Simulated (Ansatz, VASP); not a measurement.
# Se: VASP beside Ansatz

```
Se
1.0
     2.33566    0.00000    0.00000
     0.00000    2.33566    0.00000
     0.00000    0.00000    2.33566
Se
1
Cartesian
  0.0000 0.0000 0.0000
```

Change from the starting cell: volume scaled by 0.6, LAPW.

Alike in both runs: task single point; functional LDA; k mesh 13 × 13 × 13; occupations fermi-dirac, width 0.08 eV; no spin polarisation.

|  | VASP | Ansatz |
| --- | --- | --- |
| version | VASP 6.6.1 | Ansatz 0.2.0 |
| potentials or method | VASP PAW LDA potentials, release 64 (Se), cutoff 520 eV | all-electron LAPW, scalar-relativistic |

VASP gave:

```
pressure (GPa) : 123.9
```

Problem. Which values does Ansatz return?

Solution. Pressure (GPa): 121.8.

LDA's correlation is that of Perdew and Zunger in VASP and of Perdew and Wang (1992) in Ansatz. Both programs put the cell under a high pressure, so it lies far from rest at this level. Ansatz ran all-electron here, and VASP with PAW potentials.

Noted on VASP's run: the cell as given lies far from equilibrium.
